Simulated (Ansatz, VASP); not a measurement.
## TaAl2: VASP beside Ansatz

```
CELL_PARAMETERS angstrom
4.80793 0.00000 0.00000
0.00000 4.80793 0.00000
0.00000 0.00000 2.77215
ATOMIC_POSITIONS crystal
Ta 0.00000 0.00000 0.50000
Al 0.50000 0.00000 0.00000
Al 0.00000 0.50000 0.00000
```

Alike in both runs: task relaxation of cell and atoms; functional PBE; k mesh 10 × 10 × 16; occupations gaussian, width 0.1 eV; no spin polarisation.

```csv
,VASP,Ansatz
version,VASP 6.6.1,Ansatz 0.2.0
potentials or method,"VASP PAW PBE potentials, release 64 (Ta_pv, Al), cutoff 600 eV","scalar-relativistic, plane waves, PAW"
valence electrons in the cell,17,19
```

```tsv
	VASP	Ansatz	Ansatz less VASP
gap on the k mesh at the Fermi level, each at its own relaxed structure (eV)	none	none	-
relaxed volume (Å³/atom)	21.38	21.38	-0.004
relaxed cell length with the largest relative difference (Å)	4.809	4.809	-0.0004
```

A gap of «none» marks a metal or a gap that the smearing closes. VASP's potentials hold 17 valence electrons a cell and Ansatz's 19, so a difference there can come from the potentials and not from the codes.

Neither program's run includes spin-orbit coupling.
